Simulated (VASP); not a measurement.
W, 1 atom in the cell. It takes space group I4/mmm (No. 139, tetragonal). Conventional cell: a = 2.871 Å, b = 2.871 Å, c = 4.101 Å, α = 90.00°, β = 90.00°, γ = 90.00°. W (site symmetry 4/mmm) has 12 W at 2.87 to 2.89 Å within 3.8 Å.  This cell differs from its parent crystal: zz strain of +1 %.

| Quantity | Value |
| --- | --- |
| Program | VASP 6.6.1 |
| Task | electric field gradients |
| Functional | PBE |
| Potentials or basis | VASP PAW PBE potentials, release 64 (W_sv) |
| Cutoff | 520 eV |
| k mesh | 14 × 14 × 14 |
| Occupations | fermi-dirac, width 0.05 eV |
| Spin | no spin polarisation |
| Dipole correction | no |
| Further INCAR settings | ALGO = Normal; EDIFF = 1e-08; NBANDS = 13 |

Potentials or basis: VASP PAW PBE potentials, release 64 (W_sv).

Command:

```bash
$ cat potpaw_PBE.64/W_sv/POTCAR > POTCAR
$ mpirun -np 1 vasp_std > vasp.out
```

Hardware: 1 thread of Intel(R) Xeon(R) 6975P-C (Granite Rapids) (shared host).

Question: Estimate the wall time of this run.

Answer: Wall time 16 s on 1 thread of Intel(R) Xeon(R) 6975P-C (Granite Rapids), with other jobs on the host, peak memory 0.18 GiB. Counts: scf iterations 14, k points 244.
